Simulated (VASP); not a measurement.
Input of a VASP 6.6.1 run:

File INCAR:

```
SYSTEM = BN
PREC     = Accurate       ! precision mode
ENCUT    = 520            ! plane-wave cutoff, eV
EDIFF    = 1E-6           ! SCF threshold, eV
ISMEAR   = 0              ! smearing method
SIGMA    = 0.01           ! smearing width, eV
LREAL    = .False.        ! projectors in reciprocal space
LASPH    = .True.         ! aspherical terms in the spheres
NELM     = 60             ! most SCF steps
ALGO     = Normal         ! electronic algorithm
ISIF     = 2              ! what is computed and relaxed
LWAVE    = .False.        ! write WAVECAR
LCHARG   = .True.         ! write CHGCAR
GGA      = PS             ! functional
LELF     = .True.         ! ELF
LVHAR    = .True.       
NBANDS   = 11             ! bands
```

Contents of KPOINTS:

```
regular mesh
0
Gamma
  10 10 10
  0 0 0
```

The input POSCAR:

```
BN
1.0
    0.0000000000      3.5413121025      2.1945957093
    1.2681028322      0.0000000000      2.1945957093
    1.2681028322      3.5413121025      0.0000000000
B N
1 1
Direct
    0.0000486500      0.0000486500      0.9999513500
    0.6666666667      0.6666666667      0.3333333333
```

Potentials or basis: VASP PAW PBE potentials, release 64 (B, N).

Launch:

```bash
$ cat potpaw_PBE.64/B/POTCAR potpaw_PBE.64/N/POTCAR > POTCAR
$ mpirun -np 1 vasp_std > vasp.out
```

Q: What does it give for the pressure?

A: -7.7 GPa.

Q: What does it give for the largest force?

A: 0.011 eV/Å.

Stress tensor (GPa, compression positive):
```
-11.48   0.00   0.00
  0.00  -0.07   0.00
  0.00   0.00 -11.42
```

Caveat: the PAW data sets were made with another functional, which shifts forces and pressure a little.
